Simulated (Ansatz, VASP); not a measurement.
## Two plane-wave programs on Cu

The input INCAR:

```
PREC = Accurate ; ENCUT = 520
EDIFF = 1E-6 ; ISMEAR = 0
SIGMA = 0.15 ; LREAL = False
LASPH = True ; NELM = 80
ALGO = Fast ; ISIF = 2
LWAVE = False ; LCHARG = False
GGA = PE ; NBANDS = 12
```

Contents of KPOINTS:

```
regular mesh
0
Gamma
  22 22 22
```

Contents of POSCAR:

```
Cu
1.0
    0.0000000000      1.8617250000      1.7803875000
    1.8617250000      0.0000000000      1.7803875000
    1.8617250000      1.8617250000      0.0000000000
Cu
1
Direct
    0.0000000000      0.0000000000      0.0000000000
```

Input for Ansatz:

```yaml
crystal:
  lattice:
    - [0.0, 1.861725, 1.7803875]
    - [1.861725, 0.0, 1.7803875]
    - [1.861725, 1.861725, 0.0]
  atoms:
    - { symbol: Cu, position: [0.0, 0.0, 0.0] }
basis:
  ecutwfc: 420
kpoints:
  mp_grid: { grid: [22, 22, 22] }
hamiltonian:
  xc: pbe
scf:
  occupations: { method: gaussian, width: 0.15 }
output:
  forces: true
  stress: true
  eigenvalues: true
```

Change from the starting cell: strain +0.030 along x and y, -0.015 along z, atoms carried along.

Alike in both runs: task single point; functional PBE; k mesh 22 × 22 × 22; occupations gaussian, width 0.15 eV; no spin polarisation.

|  | VASP | Ansatz |
| --- | --- | --- |
| version | VASP 6.6.1 | Ansatz 0.2.0 |
| potentials or method | VASP PAW PBE potentials, release 64 (Cu), cutoff 520 eV | scalar-relativistic, plane waves, PAW |
| valence electrons in the cell | 11 | 19 |

|  | VASP | Ansatz | Ansatz less VASP |
| --- | --- | --- | --- |
| gap on the k mesh at the Fermi level (eV) | none | none | - |
| pressure (GPa) | -3.4 | -4.1 | -0.66 |
| traceless stress, the component that is largest in VASP (GPa) | 1.33 | 1.35 | +0.016 |

A gap of «none» marks a metal or a gap that the smearing closes. With one functional, cell and mesh, what is left measures potentials, basis and numerics. VASP's potentials hold 11 valence electrons a cell and Ansatz's 19, so a difference there can come from the potentials and not from the codes.
